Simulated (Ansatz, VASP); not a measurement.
# Two plane-wave programs on MoS2

The input POSCAR:

```
MoS2
1.0
    3.1837189491      0.0000000000      0.0000000000
   -1.5918594745      2.7571814884      0.0000000000
    0.0000000000      0.0000000000     34.4792384800
Mo S
4 8
Direct
    0.3333333333      0.6666666667      0.0935556300
    0.3333333333      0.6666666667      0.7209030300
    0.6666666667      0.3333333333      0.2790969700
    0.6666666667      0.3333333333      0.9064443700
    0.6666666667      0.3333333333      0.0485463000
    0.6666666667      0.3333333333      0.6759117500
    0.3333333333      0.6666666667      0.2340896600
    0.3333333333      0.6666666667      0.8614313100
    0.6666666667      0.3333333333      0.1385686900
    0.6666666667      0.3333333333      0.7659103400
    0.3333333333      0.6666666667      0.3240882500
    0.3333333333      0.6666666667      0.9514537000
```

INCAR.step1

```
  PREC = Accurate
  ENCUT = 520
  ISMEAR = -1
  SIGMA = 0.05
  LREAL = F
  LASPH = T
  NELM = 100
  NBANDS = 64
  GGA = PE
  ALGO = Normal
  EDIFF = 1E-4
  LWAVE = T
  LCHARG = F
```

Contents of INCAR.step2:

```
  PREC = Accurate
  ENCUT = 520
  EDIFF = 1E-7
  ISMEAR = -1
  SIGMA = 0.05
  LREAL = F
  LASPH = T
  NELM = 100
  ALGO = Normal
  ISIF = 2
  LWAVE = F
  LCHARG = T
  METAGGA = R2SCAN
  LMIXTAU = T
  LELF = T
  LVHAR = T
  NBANDS = 64
  ISTART = 1
```

KPOINTS

```
Automatic mesh
0
Gamma
  10 10 1
```

File input.yaml:

```yaml
crystal:
  lattice:
    - [3.1837189491, 0.0, 0.0]
    - [-1.5918594745, 2.7571814884, 0.0]
    - [0.0, 0.0, 34.47923848]
  atoms:
    - { symbol: Mo, position: [0.3333333333, 0.6666666667, 0.09355563] }
    - { symbol: Mo, position: [0.3333333333, 0.6666666667, 0.72090303] }
    - { symbol: Mo, position: [0.6666666667, 0.3333333333, 0.27909697] }
    - { symbol: Mo, position: [0.6666666667, 0.3333333333, 0.90644437] }
    - { symbol: S, position: [0.6666666667, 0.3333333333, 0.0485463] }
    - { symbol: S, position: [0.6666666667, 0.3333333333, 0.67591175] }
    - { symbol: S, position: [0.3333333333, 0.6666666667, 0.23408966] }
    - { symbol: S, position: [0.3333333333, 0.6666666667, 0.86143131] }
    - { symbol: S, position: [0.6666666667, 0.3333333333, 0.13856869] }
    - { symbol: S, position: [0.6666666667, 0.3333333333, 0.76591034] }
    - { symbol: S, position: [0.3333333333, 0.6666666667, 0.32408825] }
    - { symbol: S, position: [0.3333333333, 0.6666666667, 0.9514537] }
hamiltonian:
  xc: r2scan
  pseudopotentials: { kind: paw }
kpoints:
  mp_grid: { grid: [10, 10, 1] }
scf:
  occupations: { method: fermi_dirac, width: 0.05 }
  n_extra_bands: 30
output:
  forces: true
  stress: true
  eigenvalues: true
  dos: { projected: true, de: 0.05, nscf_kmesh: { grid: [15, 15, 2] } }
```

Alike in both runs: functional r2SCAN; k mesh 10 × 10 × 1; occupations fermi-dirac, width 0.05 eV; no spin polarisation.

```csv
,VASP,Ansatz
version,VASP 6.6.1,Ansatz 0.2.0
potentials or method,"VASP PAW PBE potentials, release 64 (Mo_sv, S)",Ansatz PAW
plane-wave cutoff (eV),520,500
valence electrons in the cell,104,104
task,single point,projected density of states
```

Ansatz gave:

| Property | Result |
| --- | --- |
| gap on the k mesh at the Fermi level (eV) | 1.31 |
| least direct gap on the mesh (eV) | 1.98 |
| rms of the force components (eV/Å) | 0.006 |

Q: Estimate VASP's values.

A: gap on the k mesh at the Fermi level (eV): 1.33; least direct gap on the mesh (eV): 1.99; rms of the force components (eV/Å): 0.008.

VASP's potentials were made for PBE, not for r2SCAN. Atom by atom the forces differ by 0.002 eV/Å (rms over components). The functional is the same, so the differences come from potentials, cutoffs and numerics.
